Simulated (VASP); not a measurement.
The system is SnO.

```
Sn O
1.0
     3.13193    0.00000    0.00000
     0.00000    3.13193    0.00000
     0.00000    0.00000    3.13193
Sn O
1 1
Direct
  0.00000 0.00000 0.00000
  0.50000 0.50000 0.50000
```

```yaml
Program: VASP 6.6.1
Task: relaxation of cell and atoms
Functional: HSE06
Potentials_or_basis: VASP PAW PBE potentials, release 64 (Sn_d, O)
Cutoff: 600 eV
k_mesh: 5 × 5 × 5
Occupations: fermi-dirac, width 0.05 eV
Spin: no spin polarisation
```

At the start: pressure -3.8 GPa; volume 15.36 Å³/atom.

Task: How do energy, volume and symmetry change on relaxing?

Result: Over 3 steps the energy falls by 6.6 meV/atom and the volume is 14.82 Å³/atom (-3.5 %); space group Pm-3m (No. 221, to 0.1 Å) before and after.

The path:
```tsv
step	energy change (eV)	largest force (eV/Å)	pressure (GPa)	volume (Å³)
1	0.0000	0.0000	-3.76	30.72
2	-0.0101	0.0000	2.02	29.14
3	-0.0132	0.0000	0.00	29.64
```

Final structure:
```
CELL_PARAMETERS angstrom
3.09471 0.00000 0.00000
0.00000 3.09471 0.00000
0.00000 0.00000 3.09471
ATOMIC_POSITIONS crystal
Sn 0.00000 0.00000 0.00000
O 0.50000 0.50000 0.50000
```

Caveat: the PAW data sets were made with another functional, which shifts forces and pressure a little.
